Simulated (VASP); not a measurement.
## AgPt4: single point with r2SCAN

AgPt4, a slab with vacuum:

```
Pt Ag
1.0
     2.78613    0.00000    0.00000
    -1.39307    2.41286    0.00000
     0.00000    0.00000   25.82461
Pt Ag
4 1
Cartesian
  1.3931 0.8043 8.5000
  0.0000 1.6086 10.7749
  0.0000 0.0000 13.0431
  1.3931 0.8043 15.3495
  0.0000 1.6086 17.7214
```

| Property | Result |
| --- | --- |
| Program | VASP 6.6.1 |
| Task | single point |
| Functional | r2SCAN |
| Potentials or basis | VASP PAW PBE potentials, release 64 (Pt, Ag) |
| Cutoff | 520 eV |
| k mesh | 12 × 12 × 1 |
| Occupations | gaussian, width 0.1 eV |
| Spin | no spin polarisation |
| Dipole correction | yes |
| Further INCAR settings | ALGO = Normal; EDIFF = 1e-06; NBANDS = 34 |

```
Largest force          : 0.147 eV/Å
Band gap on the k mesh : zero (an odd number of electrons rules out a gap without spin polarisation)
```

Forces on the atoms (eV/Å):
```
Pt   0.000  0.000 -0.147
Pt   0.000  0.000  0.115
Pt   0.000  0.000  0.003
Pt   0.000  0.000 -0.016
Ag   0.000  0.000  0.045
```

Levels at points of the mesh, in eV from the Fermi level:
| k point | band 23 | band 24 | band 25 | band 26 | band 27 | band 28 |
| --- | --- | --- | --- | --- | --- | --- |
| (0.00, 0.00, 0.00) | -1.67 | -1.35 | -1.35 | -0.66 | -0.66 | -0.34 |
| (0.50, 0.00, 0.00) | 0.26 | 0.42 | 0.62 | 0.73 | 2.26 | 2.40 |

Run time: 32 min on 1 thread of Intel Xeon 8259CL, with other jobs on the host, peak memory 0.43 GiB.

Caveat: the PAW data sets were made with another functional, which shifts forces and pressure a little; spin-orbit coupling is left out, which moves the levels of the heavy elements.
